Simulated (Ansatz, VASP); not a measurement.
C in VASP and in Ansatz

POSCAR

```
C
1.0
    0.0000000000      1.8078331732      1.7355198462
    1.8078331732      0.0000000000      1.7355198462
    1.8078331732      1.8078331732      0.0000000000
C
2
Direct
    0.5000000000      0.5000000000      0.5000000000
    0.7500000000      0.7500000000      0.7500000000
```

Contents of INCAR.step1:

```
SYSTEM = C
ALGO = Normal ; EDIFF = 1E-4
ENCUT = 520 ; GGA = PE
ISMEAR = 0 ; LASPH = .True.
LCHARG = .False. ; LREAL = .False.
LWAVE = .True. ; NBANDS = 11
NELM = 80 ; PREC = Accurate
SIGMA = 0.05
```

INCAR.step2

```
SYSTEM = C
ALGO = Normal ; EDIFF = 1E-7
ENCUT = 520 ; ISIF = 2
ISMEAR = 0 ; ISTART = 1
LASPH = .True. ; LCHARG = .False.
LMIXTAU = .True. ; LREAL = .False.
LWAVE = .False. ; METAGGA = R2SCAN
NBANDS = 11 ; NELM = 80
PREC = Accurate ; SIGMA = 0.05
```

The input KPOINTS:

```
k-points
0
Gamma
  12 12 12
  0 0 0
```

Input for Ansatz:

```yaml
crystal:
  lattice:
    - [0.0, 1.8078331732, 1.7355198462]
    - [1.8078331732, 0.0, 1.7355198462]
    - [1.8078331732, 1.8078331732, 0.0]
  atoms:
    - { symbol: C, position: [0.5, 0.5, 0.5] }
    - { symbol: C, position: [0.75, 0.75, 0.75] }
basis:
  ecutwfc: 500
kpoints:
  mp_grid: { grid: [12, 12, 12] }
hamiltonian:
  xc: r2scan
scf:
  occupations: { method: gaussian, width: 0.05 }
output:
  forces: true
  stress: true
  eigenvalues: true
```

Alike in both runs: task single point; functional r2SCAN; k mesh 12 × 12 × 12; occupations gaussian, width 0.05 eV; no spin polarisation.

```csv
,VASP,Ansatz
version,VASP 6.6.1,Ansatz 0.2.0
potentials or method,"VASP PAW PBE potentials, release 64 (C), cutoff 520 eV","scalar-relativistic, plane waves, PAW"
valence electrons in the cell,8,8
```

```csv
,VASP,Ansatz,Ansatz less VASP
gap on the k mesh at the Fermi level (eV),3.27,3.30,+0.030
least direct gap on the mesh (eV),5.08,5.12,+0.045
pressure (GPa),-1.3,-2.4,-1.09
"traceless stress, the component that is largest in VASP (GPa)",25.63,25.67,+0.042
```

VASP's potentials were made for PBE, not for r2SCAN.
